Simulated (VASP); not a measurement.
The system is SnO.

```
Sn O
1.0
     3.83895    0.00000    0.00000
     0.00000    3.83895    0.00000
     0.00000    0.00000    4.91928
Sn O
2 2
Direct
  0.50000 0.00000 0.76463
  0.00000 0.50000 0.23537
  0.00000 0.00000 0.00000
  0.50000 0.50000 0.00000
```

Program: VASP 6.6.1. Alike in all runs: task single point; cell as given; k mesh 7 × 7 × 6; cutoff (eV) 520; smearing fermi-dirac 0.05 eV.

**Question.** Order these runs on this cell by their pressure, lowest first.
A. level LDA; potentials or basis VASP PAW LDA potentials, release 64 (Sn_d, O); spin off
B. level PBE; potentials or basis VASP PAW PBE potentials, release 64 (Sn_d, O); spin non-collinear, zero start, SOC
C. level PBE+D4; potentials or basis VASP PAW PBE potentials, release 64 (Sn_d, O); spin off

**Answer.** A (-4.7 GPa), C (-0.2 GPa), B (1.9 GPa).

Caveats: the cell stands under tension (at least some runs).
